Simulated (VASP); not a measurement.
The system is TaN.

```xyz
2
Lattice="2.7140 0.0000 0.0000 0.0000 2.7140 0.0000 0.0000 0.0000 2.7140" Properties=species:S:1:pos:R:3 pbc="T T T"
Ta    0.0000    0.0000    0.0000
N     1.3570    1.3570    1.3570
```

Base run:

* Program: VASP 6.6.1
* Functional: PBE
* Potentials or basis: VASP PAW PBE potentials, release 64 (Ta_sv_GW, N)
* Cutoff: 600 eV
* k mesh: 10 × 10 × 10
* Occupations: fermi-dirac, width 0.05 eV
* Spin: no spin polarisation

Its results: band gap on the k mesh zero (band 9 reaches 20.67 eV, above the bottom of band 10 at 11.51 eV); pressure 13.0 GPa.

Q: The run is repeated on the same cell with these changes: potentials or basis from VASP PAW PBE potentials, release 64 (Ta_sv_GW, N) to VASP PAW PBE potentials, release 64 (Ta_pv, N); cutoff from 600 eV to 520 eV; further incar settings from ALGO = Normal; EDIFF = 1e-06; NBANDS = 16 to ALGO = Normal; EDIFF = 1e-06; NBANDS = 15; valence electrons from 18 to 16. What comes out?

A: Band gap on the k mesh zero (band 8 reaches 16.13 eV, above the bottom of band 9 at 6.97 eV); pressure 14.1 GPa.

Caveats: spin-orbit coupling is left out, which moves the levels of the heavy elements.
